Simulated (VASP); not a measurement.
Set up this calculation in VASP 6.6.1, as the native input.

```yaml
Task: single point
Functional: PBE
Potentials_or_basis: VASP PAW PBE potentials, release 64 (Si, O)
Cutoff: 520 eV
k_mesh: 10 × 10 × 10
Occupations: gaussian, width 0.02 eV
Spin: no spin polarisation
Dipole_correction: no
Further_INCAR_settings: ALGO = Normal; EDIFF = 1e-06; NBANDS = 25
```

The structure of SiO2 lies in POSCAR:

```
SiO2
1.0
   -1.7451286521      1.7451286521      3.9353087405
    1.7451286521     -1.7451286521      3.9353087405
    1.7451286521      1.7451286521     -3.9353087405
Si O
2 4
Direct
    0.0000000000      0.0000000000      0.0000000000
    0.7500000000      0.2500000000      0.5000000000
    0.3750000000      0.3817246710      0.5067246710
    1.1317246710      0.6250000000      1.0067246710
    0.6182753290      0.1250000000     -0.0067246710
    0.8750000000     -0.1317246710      0.4932753290
```

The input as run:

INCAR

```
SYSTEM = SiO2
ALGO = Normal ; EDIFF = 1E-6
ENCUT = 520 ; GGA = PE
ISIF = 2 ; ISMEAR = 0
LASPH = .True. ; LCHARG = .True.
LELF = .True. ; LREAL = .False.
LVHAR = .True. ; LWAVE = .False.
NBANDS = 25 ; NELM = 100
PREC = Accurate ; SIGMA = 0.02
```

KPOINTS

```
k-points
0
Gamma
  10 10 10
  0 0 0
```

Potentials or basis: VASP PAW PBE potentials, release 64 (Si, O).

Launch:

```console
$ cat potpaw_PBE.64/Si/POTCAR potpaw_PBE.64/O/POTCAR > POTCAR
$ mpirun -np 1 vasp_std > vasp.out
```

Results of the run:

- Pressure: 60.9 GPa
- Largest force: 0.058 eV/Å
- Band gap on the k mesh: 5.96 eV, indirect (least direct gap 6.32 eV)

Wall time 4.6 min on 1 thread of AMD EPYC 7R13, on a shared host, peak memory 0.22 GiB.
